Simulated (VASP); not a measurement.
A run of VASP 6.6.1:

The input INCAR:

```
SYSTEM = LiPb
ALGO     = Normal         ! electronic algorithm
EDIFF    = 1E-8           ! SCF threshold, eV
ENCUT    = 520            ! plane-wave cutoff, eV
GGA      = CA             ! functional
ISIF     = 2              ! what is computed and relaxed
ISMEAR   = -1             ! smearing method
LASPH    = .TRUE.         ! aspherical terms in the spheres
LCHARG   = .FALSE.        ! write CHGCAR
LEFG     = .TRUE.       
LREAL    = .FALSE.        ! projectors in reciprocal space
LWAVE    = .FALSE.        ! write WAVECAR
NBANDS   = 16             ! bands
NELM     = 80             ! most SCF steps
PREC     = Accurate       ! precision mode
SIGMA    = 0.03           ! smearing width, eV
```

File KPOINTS:

```
k-points
0
G
  10 10 10
  0 0 0
```

The input POSCAR:

```
LiPb
1.0
    3.5910763606      0.0000000000      0.0000000000
    0.0000000000      3.5910763606      0.0000000000
    0.0000000000      0.0000000000      3.5910763606
Li Pb
1 1
Direct
    0.5000000000      0.5000000000      0.5000000000
    0.0000000000      0.0000000000      0.0000000000
```

Potentials or basis: VASP PAW LDA potentials, release 64 (Li_sv, Pb_d).

Command:

```bash
$ cat potpaw_LDA.64/Li_sv/POTCAR potpaw_LDA.64/Pb_d/POTCAR > POTCAR
$ mpirun -np 1 vasp_std > vasp.out
```

Hardware: 1 thread of Intel(R) Xeon(R) Platinum 8488C (Sapphire Rapids), with other jobs on the host.

Problem. How long does it take, and how much memory?

Solution. Wall time 36 s on 1 thread of Intel(R) Xeon(R) Platinum 8488C (Sapphire Rapids), on a shared host, peak memory 0.16 GiB. Counts: scf iterations 12, k points 56.
